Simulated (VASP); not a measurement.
# C (Fd-3m) in VASP: notebook

Runs on C. Level: r2SCAN. Tasks: single point.

Everything below comes from runs of VASP 6.6.1. Logs are shortened: lines on timing, memory, paths and dates and some standing lists are left out, and cuts for length are marked.

**1. The cell of the first run**

It takes space group Fd-3m (No. 227, cubic). The conventional cell has a = 3.567 Å, b = 3.567 Å, c = 3.567 Å, α = 90.00°, β = 90.00°, γ = 90.00°. Within 2.1 Å of C (site symmetry -43m) lie 4 C at 1.54 Å.

**2. Single point, r2SCAN**

File POSCAR:

```
C
1.0
    3.5668000000      0.0000000000      0.0000000000
    0.0000000000     -3.5668000000      0.0000000000
    0.0000000000      0.0000000000     -3.5668000000
C
8
Direct
    0.5000000000      0.0000000000      0.0000000000
    0.0000000000      0.5000000000      0.0000000000
    0.0000000000      0.0000000000      0.5000000000
    0.5000000000      0.5000000000      0.5000000000
    0.7500000000      0.7500000000      0.7500000000
    0.2500000000      0.2500000000      0.7500000000
    0.2500000000      0.7500000000      0.2500000000
    0.7500000000      0.2500000000      0.2500000000
```

File INCAR.step1:

```
PREC = Accurate
ENCUT = 910
ISMEAR = 0
SIGMA = 0.05
LREAL = False
LASPH = True
NELM = 120
NBANDS = 26
GGA = PE
ALGO = Normal
EDIFF = 1E-5
LWAVE = True
LCHARG = False
GGA_COMPAT = False
```

File INCAR.step2:

```
PREC = Accurate
ENCUT = 910
EDIFF = 1E-6
ISMEAR = 0
SIGMA = 0.05
LREAL = False
LASPH = True
NELM = 120
ALGO = Normal
ISIF = 2
LWAVE = False
LCHARG = False
METAGGA = R2SCAN
LMIXTAU = True
NBANDS = 26
ISTART = 1
GGA_COMPAT = False
```

File KPOINTS:

```
Automatic mesh
0
Gamma
  6 6 6
```

Potentials or basis: VASP PAW PBE potentials, release 64 (C_h).

Launch:

```
$ cat potpaw_PBE.64/C_h/POTCAR > POTCAR
$ cp INCAR.step1 INCAR
$ mpirun -np 1 vasp_std > vasp.out
$ cp INCAR.step2 INCAR
$ mpirun -np 1 vasp_std > vasp.out
```

OUTCAR:

```text
PREC = Accurate
   ENCUT = 910
   EDIFF = 1E-6
   ISMEAR = 0
   LREAL = False
   LASPH = True
   NELM = 120
   ISIF = 2
   METAGGA = R2SCAN
   ISTART = 1

 ion  position               nearest neighbor table
   1  0.500  0.000  0.000-
   2  0.000  0.500  0.000-
   3  0.000  0.000  0.500-
   4  0.500  0.500  0.500-
   5  0.750  0.750  0.750-
   6  0.250  0.250  0.750-
   7  0.250  0.750  0.250-
   8  0.750  0.250  0.250-

  LATTYP: Found a simple cubic cell.
 ALAT       =     3.5668000000

  Lattice vectors:

 A1 = (   3.5668000000,   0.0000000000,   0.0000000000)
 A2 = (   0.0000000000,  -3.5668000000,   0.0000000000)
 A3 = (   0.0000000000,   0.0000000000,  -3.5668000000)

Analysis of symmetry for initial positions (statically):
=====================================================================
 Subroutine PRICEL returns following result:

  LATTYP: Found a face centered cubic cell.
 ALAT       =     3.5668000000

  Lattice vectors:

 A1 = (   1.7834000000,   1.7834000000,   0.0000000000)
 A2 = (   1.7834000000,   0.0000000000,  -1.7834000000)
 A3 = (   0.0000000000,   1.7834000000,  -1.7834000000)

   4 primitive cells build up your supercell.

 Routine SETGRP: Setting up the symmetry group for a
 simple cubic supercell.

 Subroutine GETGRP returns: Found 48 space group operations
 (whereof 24 operations were pure point group operations)
 out of a pool of 48 trial point group operations.

The static configuration has the point symmetry T_d .
 The point group associated with its full space group is O_h .

Analysis of symmetry for dynamics (positions and initial velocities):
=====================================================================
 Subroutine PRICEL returns following result:

  LATTYP: Found a face centered cubic cell.
 ALAT       =     3.5668000000

  Lattice vectors:

 A1 = (   1.7834000000,   1.7834000000,   0.0000000000)
 A2 = (   1.7834000000,   0.0000000000,  -1.7834000000)
 A3 = (   0.0000000000,   1.7834000000,  -1.7834000000)

   4 primitive cells build up your supercell.

 Routine SETGRP: Setting up the symmetry group for a
 simple cubic supercell.

 Subroutine GETGRP returns: Found 48 space group operations
 (whereof 24 operations were pure point group operations)
 out of a pool of 48 trial point group operations.

The dynamic configuration has the point symmetry T_d .
 The point group associated with its full space group is O_h .

 Subroutine INISYM returns: Found 48 space group operations
 (whereof 24 operations are pure point group operations),
 and found     4 'primitive' translations

----------------------------------------------------------------------------------------

                                     Primitive cell

  volume of cell :      11.3443

  direct lattice vectors                    reciprocal lattice vectors
     1.783400000  1.783400000  0.000000000     0.280363351  0.280363351  0.280363351
     1.783400000  0.000000000 -1.783400000     0.280363351 -0.280363351 -0.280363351
     0.000000000  1.783400000 -1.783400000    -0.280363351  0.280363351 -0.280363351

  length of vectors
     2.522108467  2.522108467  2.522108467     0.485603568  0.485603568  0.485603568

  position of ions in fractional coordinates (direct lattice)
     0.500000000  0.500000000  0.500000000
     0.250000000  0.250000000  0.250000000

  ion indices of the primitive-cell ions
   primitive index   ion index
                 1           1
                 2           5

----------------------------------------------------------------------------------------

 KPOINTS: Automatic mesh

Automatic generation of k-mesh.
 Grid dimensions read from file:
 generate k-points for:    6    6    6

 Generating k-lattice:

  Cartesian coordinates                     Fractional coordinates (reciprocal lattice)
     0.046727225  0.000000000  0.000000000     0.166666667  0.000000000  0.000000000
     0.000000000 -0.046727225  0.000000000     0.000000000  0.166666667  0.000000000
     0.000000000  0.000000000 -0.046727225     0.000000000  0.000000000  0.166666667

  Length of vectors
     0.046727225  0.046727225  0.046727225

  Shift w.r.t. Gamma in fractional coordinates (k-lattice)
     0.000000000  0.000000000  0.000000000

 Subroutine IBZKPT returns following result:
 ===========================================

 Found     20 irreducible k-points:

 Following reciprocal coordinates:
            Coordinates               Weight
  0.000000  0.000000  0.000000      1.000000
  0.166667  0.000000  0.000000      6.000000
  0.333333  0.000000  0.000000      6.000000
  0.500000  0.000000  0.000000      3.000000
  0.166667  0.166667  0.000000     12.000000
  0.333333  0.166667  0.000000     24.000000
[... 12 lines left out ...]
  0.500000  0.500000  0.333333      6.000000
  0.500000  0.500000  0.500000      1.000000
   k-points           NKPTS =     20   k-points in BZ     NKDIM =     20   number of bands    NBANDS=     26
   number of dos      NEDOS =    301   number of ions     NIONS =      8
   total plane-waves  NPLWV =  46656
   dimension x,y,z NGX =    36 NGY =   36 NGZ =   36
   dimension x,y,z NGXF=    72 NGYF=   72 NGZF=   72
   ions per type =               8
   NGX,Y,Z   is equivalent  to a cutoff of  16.78, 16.78, 16.78 a.u.
   NGXF,Y,Z  is equivalent  to a cutoff of  33.56, 33.56, 33.56 a.u.
 SYSTEM =  unknown system
   PREC   = accura    normal or accurate (medium, high low for compatibility)
   ISTART =      1    job   : 0-new  1-cont  2-samecut
   ICHARG =      0    charge: 1-file 2-atom 10-const
   ISPIN  =      1    spin polarized calculation?
   LNONCOLLINEAR =      F non collinear calculations
   LSORBIT =      F    spin-orbit coupling
   LASPH  =      T    aspherical Exc in radial PAW
   ENCUT  =  910.0 eV  66.88 Ry    8.18 a.u.   8.77  8.77  8.77*2*pi/ulx,y,z
   NELM   =    120;   NELMIN=  2; NELMDL=  0     # of ELM steps
   EDIFF  = 0.1E-05   stopping-criterion for ELM
   LREAL  =      F    real-space projection
   EDIFFG = 0.1E-04   stopping-criterion for IOM
   NSW    =      0    number of steps for IOM
   IBRION =     -1    ionic relax: 0-MD 1-quasi-New 2-CG
   NFREE  =      0    steps in history (QN), initial steepest desc. (CG)
   ISIF   =      2    stress and relaxation
   ISYM   =      2    0-nonsym 1-usesym 2-fastsym
   POTIM  = 0.5000    time-step for ionic-motion
   TEBEG  =    0.0;   TEEND  =   0.0 temperature during run
   PSTRESS=    0.0 pullay stress
   NELECT =      32.0000    total number of electrons
   NUPDOWN=      -1.0000    fix difference up-down
   EMIN   =  10.00;   EMAX   =-10.00  energy-range for DOS
   EFERMI =   0.00;   METHOD = LEGACY
   ISMEAR =     0;   SIGMA  =   0.05  broadening in eV -4-tet -1-fermi 0-gaus
   EFERMI_NEDOS =   21; number of points for ismear=-14 and -15
   IALGO  =     38    algorithm
   IMIX   =      4    mixing-type and parameters
     AMIX     =   0.40;   BMIX     =  1.00
     AMIX_MAG =   1.60;   BMIX_MAG =  1.00
  volume/ion in A,a.u.               =       5.67        38.28
  Fermi-wavevector in a.u.,A,eV,Ry     =   1.457178  2.753668 28.890189  2.123369
  Thomas-Fermi vector in A             =   2.574010
   LORBIT       =      0    0 simple, 1 ext, 2 COOP (PROOUT), +10 PAW based schemes
   METAGGA = R2SCAN    functional components
   LHFCALC =     F    Hartree Fock is set to
   AEXX    =    0.0000 exact exchange contribution
   IVDW    =     0    specifies the selected vdW correction
   LEPSILON=     F    determine dielectric tensor
   LRPA    =     F    only Hartree local field effects (RPA)
 non-spin polarized calculation
 Gauss-broadening in eV      SIGMA  =   0.05
  energy-cutoff  :      910.00
  volume of cell :       45.38
 maximum number of plane-waves:      2872
 NGX is ok and might be reduce to    36

 number of electron      31.9999999 magnetization

 Free energy of the ion-electron system (eV)
  ---------------------------------------------------
  ext. energy  EPLUGINS =         0.00000000
  ---------------------------------------------------
  free energy    TOTEN  =       -78.87539731 eV

  energy without entropy =      -78.87539731  energy(sigma->0) =      -78.87539731

 E-fermi :  11.1528     XC(G=0): -14.2700

 val. band max:       10.9077703250   @ k =   0.0000   0.0000   0.0000
 cond. band min:      15.2817706043   @ k =   0.3333   0.0000   0.0000
 fundamental gap:      4.3740002793
 Fermi energy:        11.1527548474

 k-point     1 :       0.0000    0.0000    0.0000
  band No.  band energies     occupation
      1     -11.7610      2.00000
      2      -2.6576      2.00000
      3      -2.6576      2.00000
      4      -2.6576      2.00000
      5      -2.6576      2.00000
      6      -2.6576      2.00000
[... 18 lines left out ...]
     25      16.7866      0.00000
     26      24.7593      0.00000

 k-point     2 :       0.1667    0.0000    0.0000
  band No.  band energies     occupation
      1     -11.4933      2.00000
      2      -5.2985      2.00000
      3      -2.4990      2.00000
      4      -2.4990      2.00000
      5      -2.4990      2.00000
      6      -2.4990      2.00000
[... 18 lines left out ...]
     25      17.9937      0.00000
     26      24.9231      0.00000

 k-point     3 :       0.3333    0.0000    0.0000
  band No.  band energies     occupation
      1     -10.6940      2.00000
      2      -7.5627      2.00000
      3      -2.1201      2.00000
      4      -2.1201      2.00000
      5      -2.1201      2.00000
      6      -2.1201      2.00000
[... 456 lines left out ...]
 k-point    19 :       0.5000    0.5000    0.3333
  band No.  band energies     occupation
      1      -6.2884      2.00000
      2      -6.2884      2.00000
      3      -6.2884      2.00000
      4      -6.2884      2.00000
      5      -2.1765      2.00000
      6      -2.1765      2.00000
[... 18 lines left out ...]
     25      20.7666      0.00000
     26      20.7666      0.00000

 k-point    20 :       0.5000    0.5000    0.5000
  band No.  band energies     occupation
      1      -5.8181      2.00000
      2      -5.8181      2.00000
      3      -5.8181      2.00000
      4      -5.8181      2.00000
      5      -3.1140      2.00000
      6      -3.1140      2.00000
[... 18 lines left out ...]
     25      20.0611      0.00000
     26      20.0611      0.00000

------------------------ aborting loop because EDIFF is reached ----------------------------------------

  FORCE on cell =-STRESS in cart. coord.  units (eV):
  Direction    XX          YY          ZZ          XY          YZ          ZX
  --------------------------------------------------------------------------------------
  -------------------------------------------------------------------------------------
  Total       -0.9383714     -0.9383714     -0.9383714     -0.0000000      0.0000000     -0.0000000
  in kB      -33.1321078    -33.1321078    -33.1321078     -0.0000000      0.0000000     -0.0000000
  external PRESSURE =     -33.1321078 kB  Pullay stress =       0.0000000 kB

 VOLUME and BASIS-vectors are now :
 -----------------------------------------------------------------------------
  energy-cutoff  :      910.00
  volume of cell :       45.38
      direct lattice vectors                 reciprocal lattice vectors
     3.566800000  0.000000000  0.000000000     0.280363351  0.000000000  0.000000000
     0.000000000 -3.566800000  0.000000000     0.000000000 -0.280363351  0.000000000
     0.000000000  0.000000000 -3.566800000     0.000000000  0.000000000 -0.280363351

 POSITION                                       TOTAL-FORCE (eV/Angst)
 -----------------------------------------------------------------------------------
      1.78340      0.00000      0.00000         0.000000     -0.000000      0.000000
      0.00000     -1.78340      0.00000        -0.000000     -0.000000      0.000000
      0.00000      0.00000     -1.78340        -0.000000      0.000000     -0.000000
      1.78340     -1.78340     -1.78340         0.000000     -0.000000     -0.000000
      2.67510     -2.67510     -2.67510         0.000000      0.000000     -0.000000
      0.89170     -0.89170     -2.67510        -0.000000      0.000000     -0.000000
      0.89170     -2.67510     -0.89170        -0.000000      0.000000      0.000000
      2.67510     -0.89170     -0.89170        -0.000000     -0.000000      0.000000
 -----------------------------------------------------------------------------------
    total drift:                                0.000000      0.000000     -0.000000

  FREE ENERGIE OF THE ION-ELECTRON SYSTEM (eV)
  ---------------------------------------------------
  free  energy   TOTEN  =       -78.8753973084 eV

  energy  without entropy=      -78.8753973084  energy(sigma->0) =      -78.87539731
```

It took 65 s on 1 thread of Intel Xeon 6975P-C (Granite Rapids), shared host; peak memory 0.21 GiB.

What came out:

```
Free energy            : -78.8754 eV
Pressure               : -3.3 GPa
Band gap on the k mesh : 4.37 eV
```

Levels at points of the mesh, in eV from the valence-band top:
| k point | band 13 | band 14 | band 15 | band 16 | band 17 | band 18 | band 19 | band 20 |
| --- | --- | --- | --- | --- | --- | --- | --- | --- |
| (0.00, 0.00, 0.00) | -6.64 | 0.00 | 0.00 | 0.00 | 5.02 | 5.02 | 5.02 | 5.02 |
| (0.50, 0.00, 0.00) | -4.35 | -4.35 | -4.35 | -4.35 | 4.67 | 4.67 | 10.76 | 10.76 |
| (0.50, 0.50, 0.00) | -3.19 | -3.19 | -3.19 | -3.19 | 8.34 | 8.34 | 8.34 | 8.34 |
| (0.50, 0.50, 0.50) | -2.97 | -2.97 | -2.97 | -2.97 | 8.91 | 8.91 | 8.91 | 8.91 |

Caveat: the cutoff is under 1.25 times the usual one of these potentials, so pressure, stress and relaxed cells hold a basis-set (Pulay) error; the PAW data sets were made with another functional, which shifts forces and pressure a little. A k mesh can miss the band edges.

**3. Single point, r2SCAN**

This run uses another cell than the first one: it holds 4 atoms, not 8.

File POSCAR:

```
C
1.0
    0.0000000000     -1.7834000000     -1.7834000000
   -1.7834000000      0.0000000000     -1.7834000000
    1.7834000000      1.7834000000     -3.5668000000
C
4
Direct
    0.7500000000      0.7500000000      0.7500000000
    0.2500000000      0.2500000000      0.2500000000
    0.3750000000      0.3750000000      0.8750000000
    0.8750000000      0.8750000000      0.3750000000
```

File INCAR.step1:

```
  PREC = Accurate
  ENCUT = 520
  ISMEAR = 0
  SIGMA = 0.05
  LREAL = False
  LASPH = True
  NELM = 100
  NBANDS = 16
  ISYM = 0
  GGA = PE
  ALGO = Normal
  EDIFF = 1E-4
  LWAVE = True
  LCHARG = False
```

File INCAR.step2:

```
  PREC = Accurate
  ENCUT = 520
  EDIFF = 1E-7
  ISMEAR = 0
  SIGMA = 0.05
  LREAL = False
  LASPH = True
  NELM = 100
  ALGO = Normal
  ISIF = 2
  LWAVE = False
  LCHARG = True
  METAGGA = R2SCAN
  LMIXTAU = True
  LELF = True
  LVHAR = True
  NBANDS = 16
  ISYM = 0
  ISTART = 1
```

File KPOINTS:

```
Automatic mesh
0
Gamma
  12 12 10
```

Potentials or basis: VASP PAW PBE potentials, release 64 (C).

Launch:

```
$ cat potpaw_PBE.64/C/POTCAR > POTCAR
$ cp INCAR.step1 INCAR
$ mpirun -np 1 vasp_std > vasp.out
$ cp INCAR.step2 INCAR
$ mpirun -np 1 vasp_std > vasp.out
```

Wall time 22 min (1 thread of Oxide Virtual Turin-like, shared host); peak memory 0.25 GiB.

The run converged. Its results:

* Free energy: -39.3146 eV
* Pressure: -1.4 GPa
* Band gap on the k mesh: 4.35 eV

Levels at points of the mesh, in eV from the valence-band top:
| k point | band 5 | band 6 | band 7 | band 8 | band 9 | band 10 | band 11 | band 12 |
| --- | --- | --- | --- | --- | --- | --- | --- | --- |
| (0.00, 0.00, 0.00) | -2.98 | 0.00 | 0.00 | 0.00 | 5.84 | 5.84 | 5.84 | 8.88 |
| (0.50, 0.00, 0.00) | -7.14 | -7.14 | -5.16 | -5.16 | 6.38 | 6.38 | 12.04 | 12.04 |
| (0.00, 0.50, 0.00) | -7.14 | -7.14 | -5.16 | -5.16 | 6.38 | 6.38 | 12.04 | 12.04 |
| (0.50, 0.50, 0.00) | -6.66 | -6.66 | -2.98 | -2.98 | 5.00 | 5.00 | 8.88 | 8.88 |
| (0.00, 0.00, 0.50) | -1.86 | -1.86 | -1.86 | -1.86 | 8.18 | 8.18 | 8.18 | 8.18 |
| (0.50, 0.00, 0.50) | -6.66 | -6.66 | -2.98 | -2.98 | 5.00 | 5.00 | 8.88 | 8.88 |
| (0.00, 0.50, 0.50) | -6.66 | -6.66 | -2.98 | -2.98 | 5.00 | 5.00 | 8.88 | 8.88 |
| (0.50, 0.50, 0.50) | -7.14 | -7.14 | -5.16 | -5.16 | 6.38 | 6.38 | 12.04 | 12.04 |

Caveat: the PAW data sets were made with another functional, which shifts forces and pressure a little. r2SCAN opens gaps a little over a GGA but as a rule still falls short of measured ones.
